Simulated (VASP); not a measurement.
EuO (u3):

```
Eu O
1.0
     0.00000    2.57195    2.57195
     2.57195    0.00000    2.57195
     2.57195    2.57195    0.00000
Eu O
1 1
Cartesian
  0.0000 0.0000 0.0000
  2.5720 2.5720 2.5720
```

| Item | Value |
| --- | --- |
| Program | VASP 6.6.1 |
| Task | relaxation of cell and atoms |
| Functional | PBE |
| Potentials or basis | VASP PAW PBE potentials, release 64 (Eu, O) |
| Cutoff | 600 eV |
| k mesh | 10 × 10 × 10 |
| Occupations | gaussian, width 0.02 eV |
| Spin | collinear spin, ferromagnetic start |
| Starting moments | [7.45, 0.0] μB |
| Hubbard terms | Eu f U = 8.0 eV |

At the start: pressure 2.4 GPa; volume 17.01 Å³/atom.

Where does the relaxation end?

Over 3 steps the energy falls by 3.4 meV/atom and the volume is 17.47 Å³/atom (+2.7 %); space group Fm-3m (No. 225, to 0.05 Å); moment 7.00 μB per cell.

The path:
```tsv
step	energy change (eV)	largest force (eV/Å)	pressure (GPa)	volume (Å³)
1	0.0000	0.0000	2.41	34.03
2	-0.0059	0.0000	-0.84	35.30
3	-0.0068	0.0000	-0.01	34.95
```

Final structure:
```
CELL_PARAMETERS angstrom
0.00000 2.59501 2.59501
2.59501 0.00000 2.59501
2.59501 2.59501 0.00000
ATOMIC_POSITIONS crystal
Eu 0.00000 0.00000 0.00000
O 0.50000 0.50000 0.50000
```

Caveat: a cell with one magnetic atom can't hold antiferromagnetic order, which such compounds often take.
